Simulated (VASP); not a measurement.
Wanted: the native input for a VASP 6.6.1 run.

* Task: single point
* Functional: PBE
* Potentials or basis: VASP PAW PBE potentials, release 64 (Mn_pv, Sb)
* Cutoff: 520 eV
* k mesh: 12 × 12 × 12
* Occupations: fermi-dirac, width 0.08 eV
* Spin: no spin polarisation
* Dipole correction: no
* Further INCAR settings: ALGO = Normal; EDIFF = 1e-07; NBANDS = 16

The structure of MnSb lies in POSCAR:

```
MnSb
1.0
    0.0000000000      2.7379588472      2.7379588472
    2.7379588472      0.0000000000      2.7379588472
    2.7379588472      2.7379588472      0.0000000000
Mn Sb
1 1
Direct
    0.0000000000      0.0000000000      0.0000000000
    0.5000000000      0.5000000000      0.5000000000
```

This cell differs from its parent crystal: volume scaled by 0.94.

These files were run (other wordings do the same):

INCAR

```
PREC = Accurate
ENCUT = 520
EDIFF = 1E-7
ISMEAR = -1
SIGMA = 0.08
LREAL = F
LASPH = T
NELM = 80
ALGO = Normal
ISIF = 2
LWAVE = F
LCHARG = T
GGA = PE
LELF = T
LVHAR = T
NBANDS = 16
```

KPOINTS

```
Automatic mesh
0
Gamma
  12 12 12
```

Potentials or basis: VASP PAW PBE potentials, release 64 (Mn_pv, Sb).

Command:

```console
$ cat potpaw_PBE.64/Mn_pv/POTCAR potpaw_PBE.64/Sb/POTCAR > POTCAR
$ mpirun -np 1 vasp_std > vasp.out
```

Results of the run:

```yaml
Pressure: -10.6 GPa
Band_gap_on_the_k_mesh: zero (filled and empty bands overlap)
```

Caveat: spin-orbit coupling is left out, which moves the levels of the heavy elements.

It took 28 s on 1 thread of Intel(R) Xeon(R) 6975P-C (Granite Rapids), with other jobs on the host, peak memory 0.19 GiB.
